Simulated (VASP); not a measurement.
Write the native input for VASP 6.6.1 that does the following.

* Task: single point
* Functional: PBE
* Potentials or basis: VASP PAW PBE potentials, release 64 (Be, Te)
* Cutoff: 600 eV
* k mesh: 6 × 6 × 4
* Occupations: gaussian, width 0.2 eV
* Spin: no spin polarisation
* Dipole correction: no
* Further INCAR settings: ALGO = Normal; EDIFF = 1e-06; NBANDS = 14

The structure of BeTe2 lies in POSCAR:

```
BeTe2
1.0
    3.8903249409      0.0000000000      0.0000000000
   -1.9451624704      3.3691202278      0.0000000000
    0.0000000000      0.0000000000      5.2629367632
Be Te
1 2
Direct
    0.0000000000      0.0000000000      0.0000000000
    0.6666666667      0.3333333333      0.7369848269
    0.3333333333      0.6666666667      0.2630151731
```

These files were run (other wordings do the same):

INCAR

```
ALGO = Normal ; EDIFF = 1E-6
ENCUT = 600 ; GGA = PE
GGA_COMPAT = F ; ISIF = 2
ISMEAR = 0 ; LASPH = T
LCHARG = F ; LREAL = F
LWAVE = F ; NBANDS = 14
NELM = 120 ; PREC = Accurate
SIGMA = 0.2
```

KPOINTS

```
k-points
0
Gamma
  6 6 4
```

Potentials or basis: VASP PAW PBE potentials, release 64 (Be, Te).

The run is started by

```bash
$ cat potpaw_PBE.64/Be/POTCAR potpaw_PBE.64/Te/POTCAR > POTCAR
$ mpirun -np 1 vasp_std > vasp.out
```

It gave:

```
Pressure               : -0.1 GPa
Band gap on the k mesh : zero (band 7 reaches 8.39 eV, above the bottom of band 8 at 4.65 eV)
```

Caveat: spin-orbit coupling is left out, which moves the levels of the heavy elements.

It took 39 s on 1 thread of Intel Xeon 8259CL (shared host), peak memory 0.2 GiB.
